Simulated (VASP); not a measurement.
# MgO (Fm-3m) in VASP: single point with PBE

Aim: the single point of MgO with PBE.

Everything below comes from runs of VASP 6.6.1. Logs are shortened: lines on timing, memory, paths and dates and some standing lists are left out, and cuts for length are marked.

## Step 1: The cell of the first run

Symmetry: Fm-3m, No. 225, cubic system. The conventional cell has a = 4.226 Å, b = 4.226 Å, c = 4.226 Å, α = 90.00°, β = 90.00°, γ = 90.00°. Within 2.8 Å of Mg (site symmetry m-3m) lie 6 O at 2.11 Å. Within 2.8 Å of O (site symmetry m-3m) lie 6 Mg at 2.11 Å.

## Step 2: Single point, PBE

The input, INCAR:

```
SYSTEM = MgO
PREC     = Accurate       ! precision mode
ENCUT    = 840            ! plane-wave cutoff, eV
EDIFF    = 1E-6           ! SCF threshold, eV
ISMEAR   = -1             ! smearing method
SIGMA    = 5E-4           ! smearing width, eV
LREAL    = .False.        ! projectors in reciprocal space
LASPH    = .True.         ! aspherical terms in the spheres
NELM     = 120            ! most SCF steps
ALGO     = Normal         ! electronic algorithm
ISIF     = 2              ! what is computed and relaxed
LWAVE    = .False.        ! write WAVECAR
LCHARG   = .False.        ! write CHGCAR
GGA      = PE             ! functional
NBANDS   = 15             ! bands
GGA_COMPAT= .False.
```

The input, KPOINTS:

```
regular mesh
0
Gamma
  9 9 9
  0 0 0
```

The input, POSCAR:

```
MgO
1.0
    0.0000000000      2.1130000000      2.1130000000
    2.1130000000      0.0000000000      2.1130000000
    2.1130000000      2.1130000000      0.0000000000
Mg O
1 1
Direct
    0.0000000000      0.0000000000      0.0000000000
    0.5000000000      0.5000000000      0.5000000000
```

Potentials or basis: VASP PAW PBE potentials, release 64 (Mg_sv, O).

On the command line:

```bash
$ cat potpaw_PBE.64/Mg_sv/POTCAR potpaw_PBE.64/O/POTCAR > POTCAR
$ mpirun -np 1 vasp_std > vasp.out
```

OUTCAR:

```text
SYSTEM = MgO
   PREC = Accurate
   ENCUT = 840
   EDIFF = 1E-6
   ISMEAR = -1
   LREAL = .False.
   LASPH = .True.
   NELM = 120
   ISIF = 2
   GGA = PE

 ion  position               nearest neighbor table
   1  0.000  0.000  0.000-   2 2.11   2 2.11   2 2.11   2 2.11   2 2.11   2 2.11
   2  0.500  0.500  0.500-   1 2.11   1 2.11   1 2.11   1 2.11   1 2.11   1 2.11

  LATTYP: Found a face centered cubic cell.
 ALAT       =     4.2260000000

  Lattice vectors:

 A1 = (   0.0000000000,   2.1130000000,   2.1130000000)
 A2 = (   2.1130000000,   0.0000000000,   2.1130000000)
 A3 = (   2.1130000000,   2.1130000000,   0.0000000000)

Analysis of symmetry for initial positions (statically):
=====================================================================
 Subroutine PRICEL returns:
 Original cell was already a primitive cell.

 Routine SETGRP: Setting up the symmetry group for a
 face centered cubic supercell.

 Subroutine GETGRP returns: Found 48 space group operations
 (whereof 48 operations were pure point group operations)
 out of a pool of 48 trial point group operations.

The static configuration has the point symmetry O_h .

Analysis of symmetry for dynamics (positions and initial velocities):
=====================================================================
 Subroutine PRICEL returns:
 Original cell was already a primitive cell.

 Routine SETGRP: Setting up the symmetry group for a
 face centered cubic supercell.

 Subroutine GETGRP returns: Found 48 space group operations
 (whereof 48 operations were pure point group operations)
 out of a pool of 48 trial point group operations.

The dynamic configuration has the point symmetry O_h .

 Subroutine INISYM returns: Found 48 space group operations
 (whereof 48 operations are pure point group operations),
 and found     1 'primitive' translations

----------------------------------------------------------------------------------------

                                     Primitive cell

  volume of cell :      18.8681

  direct lattice vectors                    reciprocal lattice vectors
     0.000000000  2.113000000  2.113000000    -0.236630383  0.236630383  0.236630383
     2.113000000  0.000000000  2.113000000     0.236630383 -0.236630383  0.236630383
     2.113000000  2.113000000  0.000000000     0.236630383  0.236630383 -0.236630383

  length of vectors
     2.988233257  2.988233257  2.988233257     0.409855847  0.409855847  0.409855847

  position of ions in fractional coordinates (direct lattice)
     0.000000000  0.000000000  0.000000000
[... 77 lines left out ...]
   NELM   =    120;   NELMIN=  2; NELMDL= -5     # of ELM steps
   EDIFF  = 0.1E-05   stopping-criterion for ELM
   LREAL  =      F    real-space projection
[... 7 lines left out ...]
   TEBEG  =    0.0;   TEEND  =   0.0 temperature during run
   PSTRESS=    0.0 pullay stress
   NELECT =      16.0000    total number of electrons
   NUPDOWN=      -1.0000    fix difference up-down
   EMIN   =  10.00;   EMAX   =-10.00  energy-range for DOS
   EFERMI =   0.00;   METHOD = LEGACY
   ISMEAR =    -1;   SIGMA  =   0.00  broadening in eV -4-tet -1-fermi 0-gaus
   EFERMI_NEDOS =   21; number of points for ismear=-14 and -15
   IALGO  =     38    algorithm
   IMIX   =      4    mixing-type and parameters
     AMIX     =   0.40;   BMIX     =  1.00
     AMIX_MAG =   1.60;   BMIX_MAG =  1.00
  volume/ion in A,a.u.               =       9.43        63.66
  Fermi-wavevector in a.u.,A,eV,Ry     =   1.549549  2.928223 32.668980  2.401102
  Thomas-Fermi vector in A             =   2.654340
   LORBIT       =      0    0 simple, 1 ext, 2 COOP (PROOUT), +10 PAW based schemes
   GGA     = PE    functional components
   LHFCALC =     F    Hartree Fock is set to
   AEXX    =    0.0000 exact exchange contribution
   IVDW    =     0    specifies the selected vdW correction
   LEPSILON=     F    determine dielectric tensor
   LRPA    =     F    only Hartree local field effects (RPA)
 non-spin polarized calculation
  energy-cutoff  :      840.00
  volume of cell :       18.87
 maximum number of plane-waves:      1053
   NGX = 15   NGY = 15   NGZ = 15

 number of electron      15.9999996 magnetization

 Free energy of the ion-electron system (eV)
  ---------------------------------------------------
  ext. energy  EPLUGINS =         0.00000000
  ---------------------------------------------------
  free energy    TOTEN  =       -11.87993143 eV

  energy without entropy =      -11.87993143  energy(sigma->0) =      -11.87993143

 E-fermi :   2.9047     XC(G=0): -11.3413

 val. band max:        2.8445505215   @ k =   0.0000   0.0000   0.0000
 cond. band min:       7.4887791143   @ k =   0.0000   0.0000   0.0000
 fundamental gap:      4.6442285928
 Fermi energy:         2.9046782790

 k-point     1 :       0.0000    0.0000    0.0000
  band No.  band energies     occupation
      1     -69.4579      2.00000
      2     -36.1838      2.00000
      3     -36.1838      2.00000
      4     -36.1838      2.00000
      5     -14.3538      2.00000
      6       2.8446      2.00000
      7       2.8446      2.00000
      8       2.8446      2.00000
      9       7.4888      0.00000
     10      18.5942      0.00000
     11      18.5942      0.00000
     12      18.5942      0.00000
     13      22.4810      0.00000
     14      24.2508      0.00000
[... 401 lines left out ...]
      2     -36.2526      2.00000
      3     -36.2108      2.00000
      4     -36.2108      2.00000
      5     -12.8972      2.00000
      6      -1.1014      2.00000
      7       1.5520      2.00000
      8       1.5520      2.00000
      9      12.0590      0.00000
     10      12.7162      0.00000
     11      15.8585      0.00000
     12      21.5982      0.00000
     13      21.5982      0.00000
     14      28.2111      0.00000
     15      29.2170      0.00000

 [... further k-points ...]
[... 5 lines left out ...]
  --------------------------------------------------------------------------------------
  -------------------------------------------------------------------------------------
  Total        0.3688041      0.3688041      0.3688041      0.0000000     -0.0000000      0.0000000
  in kB       31.3168365     31.3168365     31.3168365      0.0000000     -0.0000000      0.0000000
  external PRESSURE =      31.3168365 kB  Pullay stress =       0.0000000 kB

 VOLUME and BASIS-vectors are now :
 -----------------------------------------------------------------------------
  energy-cutoff  :      840.00
  volume of cell :       18.87
      direct lattice vectors                 reciprocal lattice vectors
     0.000000000  2.113000000  2.113000000    -0.236630383  0.236630383  0.236630383
     2.113000000  0.000000000  2.113000000     0.236630383 -0.236630383  0.236630383
     2.113000000  2.113000000  0.000000000     0.236630383  0.236630383 -0.236630383

 POSITION                                       TOTAL-FORCE (eV/Angst)
 -----------------------------------------------------------------------------------
      0.00000      0.00000      0.00000        -0.000000     -0.000000      0.000000
      2.11300      2.11300      2.11300         0.000000      0.000000     -0.000000
 -----------------------------------------------------------------------------------
    total drift:                                0.000000      0.000000      0.000000

  FREE ENERGIE OF THE ION-ELECTRON SYSTEM (eV)
  ---------------------------------------------------
  free  energy   TOTEN  =       -11.8799314276 eV

  energy  without entropy=      -11.8799314276  energy(sigma->0) =      -11.87993143
```

OSZICAR:

```text
N       E                     dE             d eps       ncg     rms          rms(c)
DAV:   1     0.161976537660E+03    0.16198E+03   -0.13260E+04  1050   0.176E+03
DAV:   2    -0.765011020826E+01   -0.16963E+03   -0.16066E+03  1225   0.445E+02
DAV:   3    -0.133682750477E+02   -0.57182E+01   -0.56864E+01  1377   0.788E+01
DAV:   4    -0.134795622798E+02   -0.11129E+00   -0.11128E+00  1183   0.103E+01
DAV:   5    -0.134819273280E+02   -0.23650E-02   -0.23650E-02  1330   0.131E+00    0.861E+00
DAV:   6    -0.119037401579E+02    0.15782E+01   -0.26015E+00  1106   0.148E+01    0.284E+00
DAV:   7    -0.118909201719E+02    0.12820E-01   -0.13477E-01  1260   0.343E+00    0.173E+00
DAV:   8    -0.118808179157E+02    0.10102E-01   -0.38177E-02  1274   0.223E+00    0.330E-01
DAV:   9    -0.118797405332E+02    0.10774E-02   -0.35014E-03  1211   0.546E-01    0.998E-02
DAV:  10    -0.118799406299E+02   -0.20010E-03   -0.28303E-04  1281   0.182E-01    0.482E-02
DAV:  11    -0.118799312797E+02    0.93502E-05   -0.24908E-05  1337   0.499E-02    0.591E-03
DAV:  12    -0.118799314276E+02   -0.14788E-06   -0.57620E-07   966   0.107E-02
   1 F= -.11879931E+02 E0= -.11879931E+02  d E =0.000000E+00
```

Wall time 13 s (1 thread of AMD EPYC 7R13 (Zen 3), shared host); peak memory 0.13 GiB.

Results:

```
Free energy            : -11.8799 eV
Pressure               : 3.1 GPa
Band gap on the k mesh : 4.64 eV
```

Caveat: the cell stands under pressure.
